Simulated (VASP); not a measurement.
# Si5S (P-6m2) in VASP: notebook, part 2 of 2

VASP 6.6.1. The steps go on from the part before.

## 3. Relaxation of cell and atoms, PBE

This run uses another cell than the first one, of 15.69 Å³/atom.

Contents of INCAR:

```
SYSTEM = Si5S
PREC = Accurate
ENCUT = 600
EDIFF = 1E-6
ISMEAR = 0
SIGMA = 0.1
LREAL = .False.
LASPH = .True.
NELM = 60
ALGO = Normal
ISIF = 3
LWAVE = .False.
LCHARG = .False.
GGA = PE
IBRION = 2
NSW = 100
EDIFFG = -0.01
```

Contents of KPOINTS:

```
regular mesh
0
Gamma
  18 18 4
  0 0 0
```

Contents of POSCAR:

```
Si5S
1.0
    2.5793641903      0.0000000000      0.0000000000
   -1.2896820951      2.2337949144      0.0000000000
    0.0000000000      0.0000000000     16.3402341561
Si S
5 1
Direct
    0.6666666667      0.3333333333      0.8171372244
    0.3333333333      0.6666666667      0.6600255027
    0.6666666667      0.3333333333      0.5000000000
    0.3333333333      0.6666666667      0.3399744973
    0.6666666667      0.3333333333      0.1828627756
    0.3333333333      0.6666666667      0.0000000000
```

Potentials or basis: VASP PAW PBE potentials, release 64 (Si, S).

Started as:

```sh
> cat potpaw_PBE.64/Si/POTCAR potpaw_PBE.64/S/POTCAR > POTCAR
> mpirun -np 1 vasp_std > vasp.out
```

OUTCAR:

```text
SYSTEM = Si5S
   PREC = Accurate
   ENCUT = 600
   EDIFF = 1E-6
   ISMEAR = 0
   LREAL = .False.
   LASPH = .True.
   NELM = 60
   ISIF = 3
   GGA = PE
   IBRION = 2
   NSW = 100
   EDIFFG = -0.01

 ion  position               nearest neighbor table
   1  0.667  0.333  0.817-   2 2.97   2 2.97   2 2.97
   2  0.333  0.667  0.660-   1 2.97   1 2.97   1 2.97   3 3.01   3 3.01   3 3.01
   3  0.667  0.333  0.500-   2 3.01   4 3.01   2 3.01   4 3.01   2 3.01   4 3.01
   4  0.333  0.667  0.340-   5 2.97   5 2.97   5 2.97   3 3.01   3 3.01   3 3.01
   5  0.667  0.333  0.183-   4 2.97   4 2.97   4 2.97
   6  0.333  0.667  0.000-

  LATTYP: Found a hexagonal cell.
 ALAT       =     2.5793641903
 C/A-ratio  =     6.3349852718

  Lattice vectors:

 A1 = (   2.5793641903,   0.0000000000,   0.0000000000)
 A2 = (  -1.2896820951,   2.2337949144,   0.0000000000)
 A3 = (   0.0000000000,   0.0000000000,  16.3402341561)

Analysis of symmetry for initial positions (statically):
=====================================================================
 Subroutine PRICEL returns:
 Original cell was already a primitive cell.

 Routine SETGRP: Setting up the symmetry group for a
 hexagonal supercell.

 Subroutine GETGRP returns: Found 12 space group operations
 (whereof 12 operations were pure point group operations)
 out of a pool of 24 trial point group operations.

The static configuration has the point symmetry D_3h.

Analysis of symmetry for dynamics (positions and initial velocities):
=====================================================================
 Subroutine PRICEL returns:
 Original cell was already a primitive cell.

 Routine SETGRP: Setting up the symmetry group for a
 hexagonal supercell.

 Subroutine GETGRP returns: Found 12 space group operations
 (whereof 12 operations were pure point group operations)
 out of a pool of 24 trial point group operations.
[... 146 lines left out ...]
 NGX is ok and might be reduce to    24
   NGX = 11   NGY = 11   NGZ = 65

--------------------------------------- Ionic step        1  -------------------------------------------

 number of electron      26.0000000 magnetization

 Free energy of the ion-electron system (eV)
  ---------------------------------------------------
  ext. energy  EPLUGINS =         0.00000000
  ---------------------------------------------------
  free energy    TOTEN  =       -27.29471940 eV

  energy without entropy =      -27.28019805  energy(sigma->0) =      -27.28745872

------------------------ aborting loop because EDIFF is reached ----------------------------------------

  FORCE on cell =-STRESS in cart. coord.  units (eV):
  Direction    XX          YY          ZZ          XY          YZ          ZX
  --------------------------------------------------------------------------------------
  -------------------------------------------------------------------------------------
  Total        1.7286069      1.7286069     -3.6041040      0.0000000      0.0000000      0.0000000
  in kB       29.4166073     29.4166073    -61.3329216      0.0000000      0.0000000      0.0000000
  external PRESSURE =      -0.8332357 kB  Pullay stress =       0.0000000 kB
[... 101 lines left out ...]
  FREE ENERGIE OF THE ION-ELECTRON SYSTEM (eV)
  ---------------------------------------------------
  free  energy   TOTEN  =       -27.4811650406 eV

  energy  without entropy=      -27.4695542554  energy(sigma->0) =      -27.47535965

[... ionic steps 4 to 14 ...]

--------------------------------------- Ionic step       15  -------------------------------------------

 number of electron      25.9999999 magnetization

------------------------ aborting loop because EDIFF is reached ----------------------------------------
[... 75 lines left out ...]
--------------------------------------- Ionic step       17  -------------------------------------------

 number of electron      25.9999999 magnetization

 Free energy of the ion-electron system (eV)
  ---------------------------------------------------
  ext. energy  EPLUGINS =         0.00000000
  ---------------------------------------------------
  free energy    TOTEN  =       -27.56483082 eV

  energy without entropy =      -27.54979322  energy(sigma->0) =      -27.55731202

 E-fermi :   9.4066     XC(G=0): -11.0626

 val. band max:        9.4037407640   @ k =   0.1111   0.1111   0.0000
 cond. band min:       9.4098082116   @ k =   0.5000  -0.0000   0.0000
 fundamental gap:      0.0060674477
 Fermi energy:         9.4066142791

 k-point     1 :       0.0000    0.0000    0.0000
  band No.  band energies     occupation
      1      -6.5977      2.00000
      2      -4.9243      2.00000
      3      -4.3464      2.00000
      4      -3.0057      2.00000
      5      -1.6881      2.00000
      6       0.4596      2.00000
[... 457 lines left out ...]
      4       2.2277      2.00000
      5       2.9104      2.00000
      6       3.4772      2.00000
[... 9 lines left out ...]
     16      10.4543      0.00000
     17      10.9726      0.00000

 [... further k-points ...]
[... 5 lines left out ...]
  --------------------------------------------------------------------------------------
  -------------------------------------------------------------------------------------
  Total        0.0577344      0.0577344      0.0236410      0.0000000     -0.0000000      0.0000000
  in kB        1.0252909      1.0252909      0.4198349      0.0000000     -0.0000000      0.0000000
  external PRESSURE =       0.8234722 kB  Pullay stress =       0.0000000 kB
[... 21 lines left out ...]
  FREE ENERGIE OF THE ION-ELECTRON SYSTEM (eV)
  ---------------------------------------------------
  free  energy   TOTEN  =       -27.5648308229 eV

  energy  without entropy=      -27.5497932161  energy(sigma->0) =      -27.55731202

 reached required accuracy - stopping structural energy minimisation
```

OSZICAR:

```text
N       E                     dE             d eps       ncg     rms          rms(c)
DAV:   1     0.761675960156E+02    0.76168E+02   -0.11918E+04  3774   0.147E+03
DAV:   2    -0.209848525539E+02   -0.97152E+02   -0.95409E+02  4943   0.186E+02
[... 193 lines left out ...]
       N       E                     dE             d eps       ncg     rms          rms(c)
DAV:   1    -0.275654178860E+02   -0.79368E-03   -0.17479E-02  3904   0.710E-01    0.158E-01
DAV:   2    -0.275655625753E+02   -0.14469E-03   -0.54693E-03  5008   0.341E-01    0.118E-01
DAV:   3    -0.275649223945E+02    0.64018E-03   -0.38628E-03  5044   0.278E-01    0.596E-02
DAV:   4    -0.275648500039E+02    0.72391E-04   -0.51298E-04  4986   0.116E-01    0.264E-02
DAV:   5    -0.275648300539E+02    0.19950E-04   -0.11439E-04  4965   0.592E-02    0.119E-02
DAV:   6    -0.275648308229E+02   -0.76900E-06   -0.66917E-06  4162   0.157E-02
  17 F= -.27564831E+02 E0= -.27557312E+02  d E =-.206718E-03
```

It took 30 min on 1 thread of Intel Xeon Platinum 8488C (Sapphire Rapids), shared host; peak memory 0.4 GiB.

What came out:

* Free energy: -27.5648 eV
* Relaxed volume: 15.04 Å³/atom
* Relaxed cell: a = 2.688 Å, b = 2.688 Å, c = 14.421 Å, α = 90.00°, β = 90.00°, γ = 120.00°
* Space group after relaxing (to 0.1 Å): P-6m2 (No. 187)
* Energy gained by relaxing: 45.0 meV/atom
* Ionic steps: 17
* Pressure after relaxing: 0.1 GPa
* Largest force after relaxing: 0.008 eV/Å

Forces on the atoms (eV/Å):
```
Si   0.000  0.000 -0.008
Si   0.000  0.000  0.004
Si   0.000  0.000  0.000
Si   0.000  0.000 -0.004
Si   0.000  0.000  0.008
S    0.000  0.000  0.000
```

Step by step:
| step | energy change (eV) | largest force (eV/Å) | pressure (GPa) | volume (Å³) |
| --- | --- | --- | --- | --- |
| 1 | 0.0000 | 0.3307 | -0.08 | 94.15 |
| 2 | -0.1223 | 0.1900 | -1.17 | 93.98 |
| 3 | -0.1864 | 0.0873 | -1.75 | 93.65 |
| 4 | -0.2260 | 0.2091 | -1.72 | 92.55 |
| 5 | -0.2300 | 0.1543 | -1.96 | 93.20 |
| 6 | -0.2416 | 0.1383 | -1.85 | 92.90 |
| 7 | -0.2474 | 0.1649 | 1.26 | 89.19 |
| 8 | -0.2543 | 0.1555 | -0.11 | 90.75 |
| 9 | -0.2593 | 0.0883 | 0.07 | 90.48 |
| 10 | -0.2606 | 0.0559 | 0.22 | 90.26 |
| 11 | -0.2607 | 0.0471 | 0.26 | 90.18 |
| 12 | -0.2693 | 0.0263 | -0.30 | 90.69 |
| 13 | -0.2693 | 0.0268 | -0.30 | 90.68 |
| 14 | -0.2694 | 0.0352 | -0.18 | 90.56 |
| 15 | -0.2699 | 0.0164 | -0.23 | 90.57 |
| 16 | -0.2699 | 0.0176 | -0.23 | 90.57 |
| 17 | -0.2701 | 0.0084 | 0.08 | 90.22 |

Final structure:
```cif
data_structure
_symmetry_space_group_name_H-M 'P 1'
_symmetry_Int_Tables_number 1
_cell_length_a 2.6877
_cell_length_b 2.6877
_cell_length_c 14.4211
_cell_angle_alpha 90.000
_cell_angle_beta 90.000
_cell_angle_gamma 120.000
_cell_volume 90.22
loop_
_atom_site_label
_atom_site_type_symbol
_atom_site_fract_x
_atom_site_fract_y
_atom_site_fract_z
_atom_site_occupancy
Si1 Si 0.66667 0.33333 0.81452 1
Si2 Si 0.33333 0.66667 0.65892 1
Si3 Si 0.66667 0.33333 0.50000 1
Si4 Si 0.33333 0.66667 0.34108 1
Si5 Si 0.66667 0.33333 0.18548 1
S1 S 0.33333 0.66667 0.00000 1
```

Caveat: the highest band is partly filled, so the run has too few bands.
